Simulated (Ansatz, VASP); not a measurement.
## Sr: VASP beside Ansatz

INCAR

```
PREC     = Accurate       # precision mode
ENCUT    = 500            # plane-wave cutoff, eV
EDIFF    = 1E-6           # SCF threshold, eV
ISMEAR   = 0              # smearing method
SIGMA    = 0.1            # smearing width, eV
LREAL    = F              # projectors in reciprocal space
LASPH    = T              # aspherical terms in the spheres
NELM     = 120            # most SCF steps
ALGO     = Normal         # electronic algorithm
ISIF     = 2              # what is computed and relaxed
LWAVE    = F              # write WAVECAR
LCHARG   = F              # write CHGCAR
GGA      = PE             # functional
NBANDS   = 11             # bands
GGA_COMPAT= F
```

KPOINTS

```
regular mesh
0
Gamma
  6 6 6
```

File POSCAR:

```
Sr
1.0
    0.0000000000      2.4028093851      2.4028093851
    2.4028093851      0.0000000000      2.4028093851
    2.4028093851      2.4028093851      0.0000000000
Sr
1
Direct
    0.0000000000      0.0000000000      0.0000000000
```

Input for Ansatz:

```yaml
crystal:
  lattice:
    - [0.0, 2.4028093789, 2.4028093789]
    - [2.4028093789, 0.0, 2.4028093789]
    - [2.4028093789, 2.4028093789, 0.0]
  atoms:
    - { symbol: Sr, position: [0.0, 0.0, 0.0] }
basis:
  ecutwfc: 420
kpoints:
  mp_grid: { grid: [6, 6, 6] }
hamiltonian:
  xc: pbe
scf:
  occupations: { method: gaussian, width: 0.1 }
output:
  forces: true
  stress: true
  eigenvalues: true
```

Alike in both runs: task single point; functional PBE; k mesh 6 × 6 × 6; occupations gaussian, width 0.1 eV; no spin polarisation.

|  | VASP | Ansatz |
| --- | --- | --- |
| version | VASP 6.6.1 | Ansatz 0.2.0 |
| potentials or method | VASP PAW PBE potentials, release 64 (Sr_sv), cutoff 500 eV | scalar-relativistic, plane waves, PAW |
| valence electrons in the cell | 10 | 10 |

|  | VASP | Ansatz | Ansatz less VASP |
| --- | --- | --- | --- |
| gap on the k mesh at the Fermi level (eV) | none | none | - |
| pressure (GPa) | 21.8 | 21.7 | -0.17 |

A gap of «none» marks a metal or a gap that the smearing closes. The functional is the same, so the differences come from potentials, cutoffs and numerics.

The k mesh is coarse, so the values compare programs but aren't converged.
